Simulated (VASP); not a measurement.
Wanted: the native input for a VASP 6.6.1 run.

```
Task                   : single point
Functional             : PBE
Potentials or basis    : VASP PAW PBE potentials, release 64 (K_sv, F)
Cutoff                 : 520 eV
k mesh                 : 8 × 8 × 8
Occupations            : gaussian, width 0.02 eV
Spin                   : no spin polarisation
Dipole correction      : no
Further INCAR settings : ALGO = Normal; EDIFF = 1e-06; NBANDS = 15
```

The structure of KF lies in POSCAR:

```
KF
1.0
    2.0393709495      1.1774313667      3.3307238328
   -2.0393709495      1.1774313667      3.3307238328
    0.0000000000     -2.3548627333      3.3307238328
K F
1 1
Direct
    0.2493696479      0.2493696479      0.2493696479
   -0.0006130279     -0.0006130279     -0.0006130279
```

One way to write it, as run:

INCAR

```
SYSTEM = KF
PREC = Accurate
ENCUT = 520
EDIFF = 1E-6
ISMEAR = 0
SIGMA = 0.02
LREAL = .FALSE.
LASPH = .TRUE.
NELM = 100
ALGO = Normal
ISIF = 2
LWAVE = .FALSE.
LCHARG = .FALSE.
GGA = PE
NBANDS = 15
```

KPOINTS

```
Automatic mesh
0
G
  8 8 8
  0 0 0
```

Potentials or basis: VASP PAW PBE potentials, release 64 (K_sv, F).

Run with:

```sh
$ cat potpaw_PBE.64/K_sv/POTCAR potpaw_PBE.64/F/POTCAR > POTCAR
$ mpirun -np 1 vasp_std > vasp.out
```

Results of the run:

```json
{"Pressure": "2.4 GPa", "Band gap on the k mesh": "5.30 eV (least direct gap 5.56 eV)"}
```

Run time: 21 s on 1 thread of AMD EPYC 9R45 96-Core Processor (Zen 5), with other jobs on the host, peak memory 0.16 GiB.
